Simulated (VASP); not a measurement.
# SnSe (Fm-3m) in VASP: further runs

The runs below take SnSe through single point, with PBE-based screened hybrid.

Everything below comes from runs of VASP 6.6.1. Logs are shortened: lines on timing, memory, paths and dates and some standing lists are left out, and cuts for length are marked.

### Step 1. The cell of the first run

It takes space group Fm-3m (No. 225, cubic). The conventional cell has a = 6.020 Å, b = 6.020 Å, c = 6.020 Å, α = 90.00°, β = 90.00°, γ = 90.00°. Within 4.0 Å of Sn (site symmetry m-3m) lie 6 Se at 3.01 Å. Se (site symmetry m-3m) has 6 Sn at 3.01 Å within 4.0 Å.

### Step 2. Single point, PBE-based screened hybrid

Contents of POSCAR:

```
SnSe
1.0
    0.0000000000      3.0100000000      3.0100000000
    3.0100000000      0.0000000000      3.0100000000
    3.0100000000      3.0100000000      0.0000000000
Sn Se
1 1
Direct
    0.0000000000      0.0000000000      0.0000000000
    0.5000000000      0.5000000000      0.5000000000
```

Contents of INCAR.step1:

```
SYSTEM = SnSe
PREC     = Accurate       ! precision mode
ENCUT    = 520            ! plane-wave cutoff, eV
EDIFF    = 1E-5           ! SCF threshold, eV
ISMEAR   = -1             ! smearing method
SIGMA    = 0.05           ! smearing width, eV
LREAL    = .FALSE.        ! projectors in reciprocal space
LASPH    = .TRUE.         ! aspherical terms in the spheres
NELM     = 100            ! most SCF steps
ALGO     = Normal         ! electronic algorithm
ISIF     = 2              ! what is computed and relaxed
LWAVE    = .TRUE.         ! write WAVECAR
LCHARG   = .FALSE.        ! write CHGCAR
NBANDS   = 17             ! bands
GGA      = PE             ! functional
```

Contents of INCAR.step2:

```
SYSTEM = SnSe
PREC     = Accurate       ! precision mode
ENCUT    = 520            ! plane-wave cutoff, eV
EDIFF    = 1E-6           ! SCF threshold, eV
ISMEAR   = -1             ! smearing method
SIGMA    = 0.05           ! smearing width, eV
LREAL    = .FALSE.        ! projectors in reciprocal space
LASPH    = .TRUE.         ! aspherical terms in the spheres
NELM     = 100            ! most SCF steps
ALGO     = Normal         ! electronic algorithm
ISIF     = 2              ! what is computed and relaxed
LWAVE    = .FALSE.        ! write WAVECAR
LCHARG   = .FALSE.        ! write CHGCAR
GGA      = PE             ! functional
LHFCALC  = .TRUE.         ! exact exchange
AEXX     = 0.25           ! exact-exchange fraction
HFSCREEN = 0.3            ! screening, 1/A
PRECFOCK = Normal       
NBANDS   = 17             ! bands
ISTART   = 1
```

Contents of KPOINTS:

```
regular mesh
0
G
  4 4 4
  0 0 0
```

Potentials or basis: VASP PAW PBE potentials, release 64 (Sn_d, Se).

Run with:

```sh
$ cat potpaw_PBE.64/Sn_d/POTCAR potpaw_PBE.64/Se/POTCAR > POTCAR
$ cp INCAR.step1 INCAR
$ mpirun -np 1 vasp_std > vasp.out
$ cp INCAR.step2 INCAR
$ mpirun -np 1 vasp_std > vasp.out
```

OUTCAR:

```text
SYSTEM = SnSe
   PREC = Accurate
   ENCUT = 520
   EDIFF = 1E-6
   ISMEAR = -1
   LREAL = .FALSE.
   LASPH = .TRUE.
   NELM = 100
   ISIF = 2
   GGA = PE
   LHFCALC = .TRUE.
   AEXX = 0.25
   HFSCREEN = 0.3
   PRECFOCK = Normal
   ISTART = 1

 ion  position               nearest neighbor table
   1  0.000  0.000  0.000-   2 3.01   2 3.01   2 3.01   2 3.01   2 3.01   2 3.01
   2  0.500  0.500  0.500-   1 3.01   1 3.01   1 3.01   1 3.01   1 3.01   1 3.01

  LATTYP: Found a face centered cubic cell.
 ALAT       =     6.0200000000

  Lattice vectors:

 A1 = (   0.0000000000,   3.0100000000,   3.0100000000)
 A2 = (   3.0100000000,   0.0000000000,   3.0100000000)
 A3 = (   3.0100000000,   3.0100000000,   0.0000000000)

Analysis of symmetry for initial positions (statically):
=====================================================================
 Subroutine PRICEL returns:
 Original cell was already a primitive cell.

 Routine SETGRP: Setting up the symmetry group for a
 face centered cubic supercell.

 Subroutine GETGRP returns: Found 48 space group operations
[... 9 lines left out ...]

 Routine SETGRP: Setting up the symmetry group for a
 face centered cubic supercell.

 Subroutine GETGRP returns: Found 48 space group operations
[... 11 lines left out ...]
                                     Primitive cell

  volume of cell :      54.5418

  direct lattice vectors                    reciprocal lattice vectors
     0.000000000  3.010000000  3.010000000    -0.166112957  0.166112957  0.166112957
     3.010000000  0.000000000  3.010000000     0.166112957 -0.166112957  0.166112957
     3.010000000  3.010000000  0.000000000     0.166112957  0.166112957 -0.166112957

  length of vectors
     4.256782823  4.256782823  4.256782823     0.287716081  0.287716081  0.287716081

  position of ions in fractional coordinates (direct lattice)
     0.000000000  0.000000000  0.000000000
     0.500000000  0.500000000  0.500000000

  ion indices of the primitive-cell ions
   primitive index   ion index
                 1           1
                 2           2

----------------------------------------------------------------------------------------

 KPOINTS: regular mesh

Automatic generation of k-mesh.
 Grid dimensions read from file:
 generate k-points for:    4    4    4

 Generating k-lattice:

  Cartesian coordinates                     Fractional coordinates (reciprocal lattice)
    -0.041528239  0.041528239  0.041528239     0.250000000  0.000000000  0.000000000
     0.041528239 -0.041528239  0.041528239     0.000000000  0.250000000  0.000000000
     0.041528239  0.041528239 -0.041528239     0.000000000  0.000000000  0.250000000

  Length of vectors
     0.071929020  0.071929020  0.071929020

  Shift w.r.t. Gamma in fractional coordinates (k-lattice)
     0.000000000  0.000000000  0.000000000

 Subroutine IBZKPT returns following result:
 ===========================================

 Found      8 irreducible k-points:

 Following reciprocal coordinates:
            Coordinates               Weight
  0.000000  0.000000  0.000000      1.000000
  0.250000  0.000000  0.000000      8.000000
  0.500000  0.000000  0.000000      4.000000
  0.250000  0.250000  0.000000      6.000000
  0.500000  0.250000  0.000000     24.000000
 -0.250000  0.250000  0.000000     12.000000
  0.500000  0.500000  0.000000      3.000000
 -0.250000  0.500000  0.250000      6.000000
   k-points           NKPTS =      8   k-points in BZ     NKDIM =     64   number of bands    NBANDS=     17
   number of dos      NEDOS =    301   number of ions     NIONS =      2
   total plane-waves  NPLWV =  32768
   dimension x,y,z NGX =    32 NGY =   32 NGZ =   32
   dimension x,y,z NGXF=    64 NGYF=   64 NGZF=   64
   ions per type =               1   1
   NGX,Y,Z   is equivalent  to a cutoff of  12.50, 12.50, 12.50 a.u.
   NGXF,Y,Z  is equivalent  to a cutoff of  24.99, 24.99, 24.99 a.u.
 SYSTEM =  SnSe
   PREC   = accura    normal or accurate (medium, high low for compatibility)
   ISTART =      1    job   : 0-new  1-cont  2-samecut
   ICHARG =      0    charge: 1-file 2-atom 10-const
   ISPIN  =      1    spin polarized calculation?
   LNONCOLLINEAR =      F non collinear calculations
   LSORBIT =      F    spin-orbit coupling
   LASPH  =      T    aspherical Exc in radial PAW
   ENCUT  =  520.0 eV  38.22 Ry    6.18 a.u.   7.91  7.91  7.91*2*pi/ulx,y,z
   NELM   =    100;   NELMIN=  2; NELMDL=  0     # of ELM steps
   EDIFF  = 0.1E-05   stopping-criterion for ELM
   LREAL  =      F    real-space projection
   EDIFFG = 0.1E-04   stopping-criterion for IOM
   NSW    =      0    number of steps for IOM
   IBRION =     -1    ionic relax: 0-MD 1-quasi-New 2-CG
   NFREE  =      0    steps in history (QN), initial steepest desc. (CG)
   ISIF   =      2    stress and relaxation
   ISYM   =      3    0-nonsym 1-usesym 2-fastsym
   POTIM  = 0.5000    time-step for ionic-motion
   TEBEG  =    0.0;   TEEND  =   0.0 temperature during run
   PSTRESS=    0.0 pullay stress
   NELECT =      20.0000    total number of electrons
   NUPDOWN=      -1.0000    fix difference up-down
   EMIN   =  10.00;   EMAX   =-10.00  energy-range for DOS
   EFERMI =   0.00;   METHOD = LEGACY
   ISMEAR =    -1;   SIGMA  =   0.05  broadening in eV -4-tet -1-fermi 0-gaus
   EFERMI_NEDOS =   21; number of points for ismear=-14 and -15
   IALGO  =     38    algorithm
   IMIX   =      1    mixing-type and parameters
     AMIX     =   0.40;   BMIX     =  1.00
     AMIX_MAG =   1.60;   BMIX_MAG =  1.00
  volume/ion in A,a.u.               =      27.27       184.03
  Fermi-wavevector in a.u.,A,eV,Ry     =   1.171768  2.214321 18.681350  1.373040
  Thomas-Fermi vector in A             =   2.308207
   LORBIT       =      0    0 simple, 1 ext, 2 COOP (PROOUT), +10 PAW based schemes
   GGA     = PE    functional components
   LHFCALC =     T    Hartree Fock is set to
   PRECFOCK=normal    Normal, Fast or Accurate (Low or Medium for compatibility)
   ENCUT4O =  -1.0   cutoff for four orbital integrals eV
   NKREDX  =     1    reduce k-point grid by
   NKREDY  =     1    reduce k-point grid by
   NKREDZ  =     1    reduce k-point grid by
   AEXX    =    0.2500 exact exchange contribution
   HFSCREEN=    0.3000 screening length (either q_TF or 0.3 A-1)
   HFSCREENC=   0.3000 screening length for correlation (either q_TF or 0.3 A-1)
   ENCUTFOCK=  -1.0 apply spherical cutoff to Coloumb kernel
   IVDW    =     0    specifies the selected vdW correction
   LEPSILON=     F    determine dielectric tensor
   LRPA    =     F    only Hartree local field effects (RPA)
 non-spin polarized calculation
  energy-cutoff  :      520.00
  volume of cell :       54.54
 maximum number of plane-waves:      1480
  NGX = 24; NGY = 24; NGZ = 24

 number of electron      20.0000005 magnetization

 Free energy of the ion-electron system (eV)
  ---------------------------------------------------
  ext. energy  EPLUGINS =         0.00000000
  ---------------------------------------------------
  free energy    TOTEN  =        -9.47914750 eV

  energy without entropy =       -9.47857865  energy(sigma->0) =       -9.47886307

 E-fermi :   5.8399     XC(G=0):  -8.1569

 val. band max:        5.5974952600   @ k =   0.5000   0.0000   0.0000
 cond. band min:       6.0823956602   @ k =   0.5000   0.0000   0.0000
 fundamental gap:      0.4849004002
 Fermi energy:         5.8399454513

 k-point     1 :       0.0000    0.0000    0.0000
  band No.  band energies     occupation
      1     -18.3515      2.00000
      2     -18.3515      2.00000
      3     -18.3447      2.00000
      4     -18.3447      2.00000
      5     -18.3447      2.00000
      6      -9.8918      2.00000
[... 9 lines left out ...]
     16      11.6903      0.00000
     17      14.0629      0.00000

 k-point     2 :       0.2500    0.0000    0.0000
  band No.  band energies     occupation
      1     -18.3554      2.00000
      2     -18.3554      2.00000
      3     -18.3436      2.00000
      4     -18.3391      2.00000
      5     -18.3391      2.00000
      6      -9.4470      2.00000
[... 9 lines left out ...]
     16      13.0950      0.00000
     17      17.4675      0.00000

 k-point     3 :       0.5000    0.0000    0.0000
  band No.  band energies     occupation
      1     -18.3599      2.00000
      2     -18.3599      2.00000
      3     -18.3425      2.00000
      4     -18.3328      2.00000
      5     -18.3328      2.00000
      6      -8.8630      2.00000
[... 9 lines left out ...]
     16      16.2690      0.00000
     17      16.2690      0.00000

 k-point     4 :       0.2500    0.2500    0.0000
  band No.  band energies     occupation
      1     -18.3648      2.00000
      2     -18.3480      2.00000
      3     -18.3477      2.00000
      4     -18.3361      2.00000
      5     -18.3361      2.00000
      6      -9.3002      2.00000
[... 9 lines left out ...]
     16      15.1447      0.00000
     17      15.1447      0.00000

 k-point     5 :       0.5000    0.2500    0.0000
  band No.  band energies     occupation
      1     -18.3703      2.00000
      2     -18.3514      2.00000
      3     -18.3445      2.00000
      4     -18.3333      2.00000
      5     -18.3306      2.00000
      6      -8.7218      2.00000
[... 9 lines left out ...]
     16      16.7508      0.00000
     17      17.5090      0.00000

 k-point     6 :      -0.2500    0.2500    0.0000
  band No.  band energies     occupation
      1     -18.3612      2.00000
      2     -18.3570      2.00000
      3     -18.3400      2.00000
      4     -18.3360      2.00000
      5     -18.3356      2.00000
      6      -8.9121      2.00000
[... 9 lines left out ...]
     16      15.2169      0.00000
     17      16.3697      0.00000

 k-point     7 :       0.5000    0.5000    0.0000
  band No.  band energies     occupation
      1     -18.3825      2.00000
      2     -18.3513      2.00000
      3     -18.3440      2.00000
      4     -18.3272      2.00000
      5     -18.3272      2.00000
      6      -8.5560      2.00000
[... 9 lines left out ...]
     16      17.7528      0.00000
     17      18.7427      0.00000

 k-point     8 :      -0.2500    0.5000    0.2500
  band No.  band energies     occupation
      1     -18.3729      2.00000
      2     -18.3515      2.00000
      3     -18.3395      2.00000
      4     -18.3395      2.00000
      5     -18.3272      2.00000
      6      -8.5250      2.00000
[... 9 lines left out ...]
     16      17.3698      0.00000
     17      18.8967      0.00000

------------------------ aborting loop because EDIFF is reached ----------------------------------------

  FORCE on cell =-STRESS in cart. coord.  units (eV):
  Direction    XX          YY          ZZ          XY          YZ          ZX
  --------------------------------------------------------------------------------------
  -------------------------------------------------------------------------------------
  Total       -0.5873083     -0.5873083     -0.5873083      0.0000000      0.0000000      0.0000000
  in kB      -17.2523090    -17.2523090    -17.2523090      0.0000000      0.0000000      0.0000000
  external PRESSURE =     -17.2523090 kB  Pullay stress =       0.0000000 kB

 VOLUME and BASIS-vectors are now :
 -----------------------------------------------------------------------------
  energy-cutoff  :      520.00
  volume of cell :       54.54
      direct lattice vectors                 reciprocal lattice vectors
     0.000000000  3.010000000  3.010000000    -0.166112957  0.166112957  0.166112957
     3.010000000  0.000000000  3.010000000     0.166112957 -0.166112957  0.166112957
     3.010000000  3.010000000  0.000000000     0.166112957  0.166112957 -0.166112957

 POSITION                                       TOTAL-FORCE (eV/Angst)
 -----------------------------------------------------------------------------------
      0.00000      0.00000      0.00000        -0.000000     -0.000000     -0.000000
      3.01000      3.01000      3.01000         0.000000      0.000000      0.000000
 -----------------------------------------------------------------------------------
    total drift:                               -0.000001     -0.000000     -0.000001

  FREE ENERGIE OF THE ION-ELECTRON SYSTEM (eV)
  ---------------------------------------------------
  free  energy   TOTEN  =        -9.4791474996 eV

  energy  without entropy=       -9.4785786503  energy(sigma->0) =       -9.47886307
```

It took 7 min on 1 thread of Intel Xeon Platinum 8375C at 2.90GHz (Ice Lake), shared host; peak memory 0.29 GiB.

Results:

| Property | Result |
| --- | --- |
| Free energy | -9.4791 eV |
| Pressure | -1.7 GPa |
| Band gap on the k mesh | 0.48 eV, direct |

Levels at points of the mesh, in eV from the valence-band top:
```csv
k point,band 8,band 9,band 10,band 11,band 12,band 13
"(0.00, 0.00, 0.00)",-2.72,-2.72,-2.72,4.68,4.68,4.68
"(0.50, 0.00, 0.00)",-2.48,-2.48,0.00,0.48,1.33,1.33
"(0.50, 0.50, 0.00)",-6.26,-4.27,-4.27,3.09,5.77,5.77
```

Caveat: the k points lie up to 0.45 Å⁻¹ apart; the PAW data sets were made with another functional, which shifts forces and pressure a little; spin-orbit coupling is left out, which moves the levels of the heavy elements. A k mesh can miss the band edges.

### Step 3. Single point, PBE-based screened hybrid

POSCAR is that of step 2.

Contents of INCAR.step1:

```
SYSTEM = SnSe
PREC = Accurate ; ENCUT = 520
EDIFF = 1E-5 ; ISMEAR = -1
SIGMA = 0.05 ; LREAL = .False.
LASPH = .True. ; NELM = 60
ALGO = Normal ; ISIF = 2
LWAVE = .True. ; GGA = PE
NBANDS = 17
```

Contents of INCAR.step2:

```
SYSTEM = SnSe
PREC = Accurate ; ENCUT = 520
EDIFF = 1E-7 ; ISMEAR = -1
SIGMA = 0.05 ; LREAL = .False.
LASPH = .True. ; NELM = 60
ALGO = Normal ; ISIF = 2
LWAVE = .False. ; LCHARG = .True.
GGA = PE ; LHFCALC = .True.
AEXX = 0.25 ; HFSCREEN = 0.4
PRECFOCK = Normal ; LELF = .True.
LVHAR = .True. ; ISTART = 1
NBANDS = 17
```

Contents of KPOINTS:

```
Automatic mesh
0
Gamma
  4 4 4
  0 0 0
```

Potentials or basis: VASP PAW PBE potentials, release 64 (Sn_d, Se).

Run with:

```sh
$ cat potpaw_PBE.64/Sn_d/POTCAR potpaw_PBE.64/Se/POTCAR > POTCAR
$ cp INCAR.step1 INCAR
$ mpirun -np 1 vasp_std > vasp.out
$ cp INCAR.step2 INCAR
$ mpirun -np 1 vasp_std > vasp.out
```

Wall time 11 min (1 thread of Intel Xeon Platinum 8375C at 2.90GHz (Ice Lake), shared host); peak memory 0.29 GiB.

The run converged. Its results:

```yaml
Free_energy: -9.2190 eV
Pressure: -1.6 GPa
Band_gap_on_the_k_mesh: 0.51 eV, direct
```

Levels at points of the mesh, in eV from the valence-band top:
```tsv
k point	band 8	band 9	band 10	band 11	band 12	band 13
(0.00, 0.00, 0.00)	-2.62	-2.62	-2.62	4.60	4.60	4.60
(0.50, 0.00, 0.00)	-2.38	-2.38	0.00	0.51	1.31	1.31
(0.50, 0.50, 0.00)	-6.08	-4.14	-4.14	3.06	5.67	5.67
```

Caveat: the k points lie up to 0.45 Å⁻¹ apart; the PAW data sets were made with another functional, which shifts forces and pressure a little; spin-orbit coupling is left out, which moves the levels of the heavy elements. A k mesh can miss the band edges.

### Step 4. Single point, PBE-based screened hybrid

POSCAR is that of step 3.

Contents of INCAR.step1:

```
SYSTEM = SnSe
PREC     = Accurate       ! precision mode
ENCUT    = 520            ! plane-wave cutoff, eV
EDIFF    = 1E-5           ! SCF threshold, eV
ISMEAR   = -1             ! smearing method
SIGMA    = 0.05           ! smearing width, eV
LREAL    = .FALSE.        ! projectors in reciprocal space
LASPH    = .TRUE.         ! aspherical terms in the spheres
NELM     = 100            ! most SCF steps
ALGO     = Normal         ! electronic algorithm
ISIF     = 2              ! what is computed and relaxed
LWAVE    = .TRUE.         ! write WAVECAR
GGA      = PE             ! functional
NBANDS   = 17             ! bands
```

Contents of INCAR.step2:

```
SYSTEM = SnSe
PREC     = Accurate       ! precision mode
ENCUT    = 520            ! plane-wave cutoff, eV
EDIFF    = 1E-6           ! SCF threshold, eV
ISMEAR   = -1             ! smearing method
SIGMA    = 0.05           ! smearing width, eV
LREAL    = .FALSE.        ! projectors in reciprocal space
LASPH    = .TRUE.         ! aspherical terms in the spheres
NELM     = 100            ! most SCF steps
ALGO     = Normal         ! electronic algorithm
ISIF     = 2              ! what is computed and relaxed
LWAVE    = .FALSE.        ! write WAVECAR
LCHARG   = .TRUE.         ! write CHGCAR
GGA      = PE             ! functional
LHFCALC  = .TRUE.         ! exact exchange
AEXX     = 0.25           ! exact-exchange fraction
HFSCREEN = 0.6            ! screening, 1/A
PRECFOCK = Normal       
LELF     = .TRUE.         ! ELF
LVHAR    = .TRUE.       
ISTART   = 1            
NBANDS   = 17             ! bands
```

Contents of KPOINTS:

```
Automatic mesh
0
G
  4 4 4
  0 0 0
```

Run with:

```sh
$ cat potpaw_PBE.64/Sn_d/POTCAR potpaw_PBE.64/Se/POTCAR > POTCAR
$ cp INCAR.step1 INCAR
$ mpirun -np 1 vasp_std > vasp.out
$ cp INCAR.step2 INCAR
$ mpirun -np 1 vasp_std > vasp.out
```

Wall time 6.9 min (1 thread of Intel Xeon Platinum 8375C at 2.90GHz (Ice Lake), shared host); peak memory 0.29 GiB.

It converged, with:

| Quantity | Value |
| --- | --- |
| Free energy | -8.8650 eV |
| Pressure | -1.2 GPa |
| Band gap on the k mesh | 0.54 eV, direct |

Levels at points of the mesh, in eV from the valence-band top:
| k point | band 6 | band 7 | band 8 | band 9 | band 10 | band 11 | band 12 | band 13 | band 14 | band 15 |
| --- | --- | --- | --- | --- | --- | --- | --- | --- | --- | --- |
| (0.00, 0.00, 0.00) | -14.84 | -5.27 | -2.47 | -2.47 | -2.47 | 4.50 | 4.50 | 4.50 | 5.95 | 5.95 |
| (0.50, 0.00, 0.00) | -13.88 | -8.48 | -2.24 | -2.24 | 0.00 | 0.54 | 1.28 | 1.28 | 8.40 | 10.37 |
| (0.50, 0.50, 0.00) | -13.59 | -6.25 | -5.84 | -3.95 | -3.95 | 3.03 | 5.55 | 5.55 | 6.17 | 10.64 |

Caveat: the k points lie up to 0.45 Å⁻¹ apart; the PAW data sets were made with another functional, which shifts forces and pressure a little; spin-orbit coupling is left out, which moves the levels of the heavy elements. A k mesh can miss the band edges.

### Step 5. Summary

| screening parameter | gap on the mesh (eV) | pressure (GPa) |
| --- | --- | --- |
| 0.3 1/Å | 0.48 | -1.7 |
| 0.4 1/Å | 0.51 | -1.6 |
| 0.6 1/Å | 0.54 | -1.2 |

Alike in all rows: task single point; level PBE-based screened hybrid; potentials or basis VASP PAW PBE potentials, release 64 (Sn_d, Se); no spin polarisation; cell as given; k mesh 4 × 4 × 4; cutoff (eV) 520; smearing fermi-dirac 0.05 eV.

Caveats: all runs use coarse meshes; the PAW data sets were made with another functional, which shifts forces and pressure a little; spin-orbit coupling is left out, which moves the levels of the heavy elements.

Total energies depend on the potentials used, so only differences within one code and one set of settings carry meaning.
